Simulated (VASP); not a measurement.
# C (Fd-3m) in VASP: notebook

The runs below take C through single point, with PBEsol.

Program: VASP 6.6.1. These are calculated values, not measurements. Logs are shortened: lines on timing, memory, paths and dates and some standing lists are left out, and cuts for length are marked.

## 1. The cell of the first run

It takes space group Fd-3m (No. 227, cubic). Conventional cell: a = 3.554 Å, b = 3.554 Å, c = 3.554 Å, α = 90.00°, β = 90.00°, γ = 90.00°. C (site symmetry -43m) has 4 C at 1.54 Å within 2.1 Å.

## 2. Single point, PBEsol

The input, INCAR:

```
SYSTEM = C
PREC = Accurate
ENCUT = 520
EDIFF = 1E-6
ISMEAR = 0
SIGMA = 0.1
LREAL = .FALSE.
LASPH = .TRUE.
NELM = 60
ALGO = Normal
ISIF = 2
LWAVE = .FALSE.
LCHARG = .FALSE.
GGA = PS
NBANDS = 11
```

The input, KPOINTS:

```
regular mesh
0
G
  8 8 8
  0 0 0
```

The input, POSCAR:

```
C
1.0
    0.0000000000      1.7769267971      1.7769267971
    1.7769267971      0.0000000000      1.7769267971
    1.7769267971      1.7769267971      0.0000000000
C
2
Direct
    0.0000000000      0.0000000000      0.0000000000
    0.2500000000      0.2500000000      0.2500000000
```

Potentials or basis: VASP PAW PBE potentials, release 64 (C).

On the command line:

```
> cat potpaw_PBE.64/C/POTCAR > POTCAR
> mpirun -np 1 vasp_std > vasp.out
```

OUTCAR:

```text
SYSTEM = C
   PREC = Accurate
   ENCUT = 520
   EDIFF = 1E-6
   ISMEAR = 0
   LREAL = .FALSE.
   LASPH = .TRUE.
   NELM = 60
   ISIF = 2
   GGA = PS

 ion  position               nearest neighbor table
   1  0.000  0.000  0.000-   2 1.54   2 1.54   2 1.54   2 1.54
   2  0.250  0.250  0.250-   1 1.54   1 1.54   1 1.54   1 1.54

  LATTYP: Found a face centered cubic cell.
 ALAT       =     3.5538535942

  Lattice vectors:

 A1 = (   0.0000000000,   1.7769267971,   1.7769267971)
 A2 = (   1.7769267971,   0.0000000000,   1.7769267971)
 A3 = (   1.7769267971,   1.7769267971,   0.0000000000)

Analysis of symmetry for initial positions (statically):
=====================================================================
 Subroutine PRICEL returns:
 Original cell was already a primitive cell.

 Routine SETGRP: Setting up the symmetry group for a
 face centered cubic supercell.

 Subroutine GETGRP returns: Found 48 space group operations
 (whereof 24 operations were pure point group operations)
 out of a pool of 48 trial point group operations.

The static configuration has the point symmetry T_d .
 The point group associated with its full space group is O_h .

Analysis of symmetry for dynamics (positions and initial velocities):
=====================================================================
 Subroutine PRICEL returns:
 Original cell was already a primitive cell.

 Routine SETGRP: Setting up the symmetry group for a
 face centered cubic supercell.

 Subroutine GETGRP returns: Found 48 space group operations
 (whereof 24 operations were pure point group operations)
 out of a pool of 48 trial point group operations.

The dynamic configuration has the point symmetry T_d .
 The point group associated with its full space group is O_h .

 Subroutine INISYM returns: Found 48 space group operations
 (whereof 24 operations are pure point group operations),
 and found     1 'primitive' translations

----------------------------------------------------------------------------------------

                                     Primitive cell

  volume of cell :      11.2212

  direct lattice vectors                    reciprocal lattice vectors
     0.000000000  1.776926797  1.776926797    -0.281384692  0.281384692  0.281384692
     1.776926797  0.000000000  1.776926797     0.281384692 -0.281384692  0.281384692
     1.776926797  1.776926797  0.000000000     0.281384692  0.281384692 -0.281384692

  length of vectors
     2.512953976  2.512953976  2.512953976     0.487372583  0.487372583  0.487372583

  position of ions in fractional coordinates (direct lattice)
     0.000000000  0.000000000  0.000000000
     0.250000000  0.250000000  0.250000000

  ion indices of the primitive-cell ions
   primitive index   ion index
                 1           1
                 2           2

----------------------------------------------------------------------------------------

 KPOINTS: regular mesh

Automatic generation of k-mesh.
 Grid dimensions read from file:
 generate k-points for:    8    8    8

 Generating k-lattice:

  Cartesian coordinates                     Fractional coordinates (reciprocal lattice)
    -0.035173087  0.035173087  0.035173087     0.125000000  0.000000000  0.000000000
     0.035173087 -0.035173087  0.035173087     0.000000000  0.125000000  0.000000000
     0.035173087  0.035173087 -0.035173087     0.000000000  0.000000000  0.125000000

  Length of vectors
     0.060921573  0.060921573  0.060921573

  Shift w.r.t. Gamma in fractional coordinates (k-lattice)
     0.000000000  0.000000000  0.000000000

 Subroutine IBZKPT returns following result:
 ===========================================

 Found     29 irreducible k-points:

 Following reciprocal coordinates:
            Coordinates               Weight
  0.000000  0.000000  0.000000      1.000000
  0.125000  0.000000  0.000000      8.000000
  0.250000  0.000000  0.000000      8.000000
  0.375000  0.000000  0.000000      8.000000
  0.500000  0.000000  0.000000      4.000000
  0.125000  0.125000  0.000000      6.000000
[... 16 lines left out ...]
  0.500000  0.250000  0.125000     48.000000
 -0.375000  0.250000  0.125000     24.000000
 [... further k-points ...]
   k-points           NKPTS =     29   k-points in BZ     NKDIM =     29   number of bands    NBANDS=     11
   number of dos      NEDOS =    301   number of ions     NIONS =      2
   total plane-waves  NPLWV =   8000
   dimension x,y,z NGX =    20 NGY =   20 NGZ =   20
   dimension x,y,z NGXF=    40 NGYF=   40 NGZF=   40
   ions per type =               2
   NGX,Y,Z   is equivalent  to a cutoff of  13.23, 13.23, 13.23 a.u.
   NGXF,Y,Z  is equivalent  to a cutoff of  26.46, 26.46, 26.46 a.u.
 SYSTEM =  C
   PREC   = accura    normal or accurate (medium, high low for compatibility)
   ISTART =      0    job   : 0-new  1-cont  2-samecut
   ICHARG =      2    charge: 1-file 2-atom 10-const
   ISPIN  =      1    spin polarized calculation?
   LNONCOLLINEAR =      F non collinear calculations
   LSORBIT =      F    spin-orbit coupling
   LASPH  =      T    aspherical Exc in radial PAW
   ENCUT  =  520.0 eV  38.22 Ry    6.18 a.u.   4.67  4.67  4.67*2*pi/ulx,y,z
   NELM   =     60;   NELMIN=  2; NELMDL= -5     # of ELM steps
   EDIFF  = 0.1E-05   stopping-criterion for ELM
   LREAL  =      F    real-space projection
   EDIFFG = 0.1E-04   stopping-criterion for IOM
   NSW    =      0    number of steps for IOM
   IBRION =     -1    ionic relax: 0-MD 1-quasi-New 2-CG
   NFREE  =      0    steps in history (QN), initial steepest desc. (CG)
   ISIF   =      2    stress and relaxation
   ISYM   =      2    0-nonsym 1-usesym 2-fastsym
   POTIM  = 0.5000    time-step for ionic-motion
   TEBEG  =    0.0;   TEEND  =   0.0 temperature during run
   PSTRESS=    0.0 pullay stress
   NELECT =       8.0000    total number of electrons
   NUPDOWN=      -1.0000    fix difference up-down
   EMIN   =  10.00;   EMAX   =-10.00  energy-range for DOS
   EFERMI =   0.00;   METHOD = LEGACY
   ISMEAR =     0;   SIGMA  =   0.10  broadening in eV -4-tet -1-fermi 0-gaus
   EFERMI_NEDOS =   21; number of points for ismear=-14 and -15
   IALGO  =     38    algorithm
   IMIX   =      4    mixing-type and parameters
     AMIX     =   0.40;   BMIX     =  1.00
     AMIX_MAG =   1.60;   BMIX_MAG =  1.00
  volume/ion in A,a.u.               =       5.61        37.86
  Fermi-wavevector in a.u.,A,eV,Ry     =   1.462487  2.763699 29.101061  2.138868
  Thomas-Fermi vector in A             =   2.578694
   LORBIT       =      0    0 simple, 1 ext, 2 COOP (PROOUT), +10 PAW based schemes
   GGA     = PS    functional components
   LHFCALC =     F    Hartree Fock is set to
   AEXX    =    0.0000 exact exchange contribution
   IVDW    =     0    specifies the selected vdW correction
   LEPSILON=     F    determine dielectric tensor
   LRPA    =     F    only Hartree local field effects (RPA)
 non-spin polarized calculation
 Gauss-broadening in eV      SIGMA  =   0.10
  energy-cutoff  :      520.00
  volume of cell :       11.22
 maximum number of plane-waves:       314
   NGX =  9   NGY =  9   NGZ =  9

 number of electron       7.9999999 magnetization

 Free energy of the ion-electron system (eV)
  ---------------------------------------------------
  ext. energy  EPLUGINS =         0.00000000
  ---------------------------------------------------
  free energy    TOTEN  =       -19.24882371 eV

  energy without entropy =      -19.24882371  energy(sigma->0) =      -19.24882371

 E-fermi :  10.4151     XC(G=0): -13.4864

 val. band max:        9.8676201119   @ k =   0.0000   0.0000   0.0000
 cond. band min:      13.8961301063   @ k =   0.3750   0.3750   0.0000
 fundamental gap:      4.0285099944
 Fermi energy:        10.4150895855

 k-point     1 :       0.0000    0.0000    0.0000
  band No.  band energies     occupation
      1     -11.8011      2.00000
      2       9.8676      2.00000
      3       9.8676      2.00000
      4       9.8676      2.00000
      5      15.4365      0.00000
      6      15.4365      0.00000
      7      15.4365      0.00000
      8      23.4845      0.00000
      9      28.9650      0.00000
     10      36.4552      0.00000
     11      36.4552      0.00000

 k-point     2 :       0.1250    0.0000    0.0000
  band No.  band energies     occupation
      1     -11.3645      2.00000
      2       7.4172      2.00000
      3       9.2019      2.00000
      4       9.2019      2.00000
      5      16.3102      0.00000
      6      16.3102      0.00000
      7      16.7554      0.00000
      8      23.8097      0.00000
      9      29.6304      0.00000
     10      33.2630      0.00000
     11      33.2630      0.00000

 k-point     3 :       0.2500    0.0000    0.0000
  band No.  band energies     occupation
      1     -10.0672      2.00000
      2       3.1925      2.00000
      3       8.0929      2.00000
      4       8.0929      2.00000
      5      17.6588      0.00000
      6      17.6588      0.00000
      7      18.0829      0.00000
      8      24.6186      0.00000
      9      30.4292      0.00000
     10      32.1737      0.00000
     11      32.1737      0.00000
[... 267 lines left out ...]
 k-point    23 :       0.5000    0.2500    0.1250
  band No.  band energies     occupation
      1      -6.8741      2.00000
      2      -0.0860      2.00000
      3       3.5025      2.00000
      4       5.7146      2.00000
      5      17.7851      0.00000
      6      19.4930      0.00000
      7      22.3579      0.00000
      8      23.2499      0.00000
      9      29.9600      0.00000
     10      32.2338      0.00000
     11      35.9780      0.00000

 k-point    24 :      -0.3750    0.2500    0.1250
  band No.  band energies     occupation
      1      -4.8882      2.00000
      2      -2.6789      2.00000
      3       3.4794      2.00000
      4       5.0894      2.00000
      5      18.0626      0.00000
      6      19.3569      0.00000
      7      23.0622      0.00000
      8      24.7908      0.00000
      9      28.0597      0.00000
     10      33.8529      0.00000
     11      36.1810      0.00000

 [... further k-points ...]

------------------------ aborting loop because EDIFF is reached ----------------------------------------

  FORCE on cell =-STRESS in cart. coord.  units (eV):
  Direction    XX          YY          ZZ          XY          YZ          ZX
  --------------------------------------------------------------------------------------
  -------------------------------------------------------------------------------------
  Total        0.0764226      0.0764226      0.0764226      0.0000000      0.0000000      0.0000000
  in kB       10.9117325     10.9117325     10.9117325      0.0000000      0.0000000      0.0000000
  external PRESSURE =      10.9117325 kB  Pullay stress =       0.0000000 kB

 VOLUME and BASIS-vectors are now :
 -----------------------------------------------------------------------------
  energy-cutoff  :      520.00
  volume of cell :       11.22
      direct lattice vectors                 reciprocal lattice vectors
     0.000000000  1.776926797  1.776926797    -0.281384692  0.281384692  0.281384692
     1.776926797  0.000000000  1.776926797     0.281384692 -0.281384692  0.281384692
     1.776926797  1.776926797  0.000000000     0.281384692  0.281384692 -0.281384692

 POSITION                                       TOTAL-FORCE (eV/Angst)
 -----------------------------------------------------------------------------------
      0.00000      0.00000      0.00000         0.000000      0.000000      0.000000
      0.88846      0.88846      0.88846        -0.000000     -0.000000     -0.000000
 -----------------------------------------------------------------------------------
    total drift:                                0.000000      0.000000      0.000000

  FREE ENERGIE OF THE ION-ELECTRON SYSTEM (eV)
  ---------------------------------------------------
  free  energy   TOTEN  =       -19.2488237079 eV

  energy  without entropy=      -19.2488237079  energy(sigma->0) =      -19.24882371
```

Run time: 2.8 s. Hardware: 1 thread of Intel Xeon 6975P-C, shared host; peak memory 0.11 GiB.

Results:

```yaml
Free_energy: -19.2488 eV
Pressure: 1.1 GPa
Band_gap_on_the_k_mesh: 4.03 eV, indirect (least direct gap 5.57 eV)
```

Levels at points of the mesh, in eV from the valence-band top:
```
           k point  band 2  band 3  band 4  band 5  band 6  band 7
(0.00, 0.00, 0.00)    0.00    0.00    0.00    5.57    5.57    5.57
(0.50, 0.00, 0.00)  -13.59   -2.84   -2.84    8.43    8.43    8.99
(0.50, 0.50, 0.00)  -12.85   -6.40   -6.40    4.62    4.62   16.95
```

Caveat: the PAW data sets were made with another functional, which shifts forces and pressure a little. PBEsol gaps usually lie below the measured ones, often by a third to a half.

## 3. Single point, PBEsol

This run uses another cell than the first one, of 10.93 Å³/atom, 1.948 times its volume.

The input, INCAR:

```
PREC     = Accurate       # precision mode
ENCUT    = 520            # plane-wave cutoff, eV
EDIFF    = 1E-7           # SCF threshold, eV
ISMEAR   = 0              # smearing method
SIGMA    = 0.1            # smearing width, eV
LREAL    = False          # projectors in reciprocal space
LASPH    = True           # aspherical terms in the spheres
NELM     = 100            # most SCF steps
ALGO     = Normal         # electronic algorithm
ISIF     = 2              # what is computed and relaxed
LWAVE    = False          # write WAVECAR
LCHARG   = False          # write CHGCAR
GGA      = PS             # functional
NBANDS   = 11             # bands
```

The input, KPOINTS:

```
regular mesh
0
Gamma
  8 8 8
```

The input, POSCAR:

```
C
1.0
    0.0000000000      2.2190979953      2.2190979953
    2.2190979953      0.0000000000      2.2190979953
    2.2190979953      2.2190979953      0.0000000000
C
2
Direct
    0.0000000000      0.0000000000      0.0000000000
    0.2500000000      0.2500000000      0.2500000000
```

Potentials or basis: VASP PAW PBE potentials, release 64 (C).

On the command line:

```
> cat potpaw_PBE.64/C/POTCAR > POTCAR
> mpirun -np 1 vasp_std > vasp.out
```

Run time: 3.3 s. Hardware: 1 thread of Intel Xeon 6975P-C, shared host; peak memory 0.13 GiB.

It converged, with:

| Item | Value |
| --- | --- |
| Free energy | -14.6445 eV |
| Pressure | -77.9 GPa |
| Band gap on the k mesh | 1.77 eV, direct |

Levels at points of the mesh, in eV from the valence-band top:
| k point | band 1 | band 2 | band 3 | band 4 | band 5 | band 6 | band 7 | band 8 |
| --- | --- | --- | --- | --- | --- | --- | --- | --- |
| (0.00, 0.00, 0.00) | -14.57 | 0.00 | 0.00 | 0.00 | 1.77 | 3.80 | 3.80 | 3.80 |
| (0.50, 0.00, 0.00) | -11.63 | -8.22 | -1.48 | -1.48 | 1.96 | 5.61 | 5.61 | 9.00 |
| (0.50, 0.50, 0.00) | -9.41 | -9.41 | -3.27 | -3.27 | 3.01 | 3.01 | 8.92 | 8.92 |

Caveat: the PAW data sets were made with another functional, which shifts forces and pressure a little.
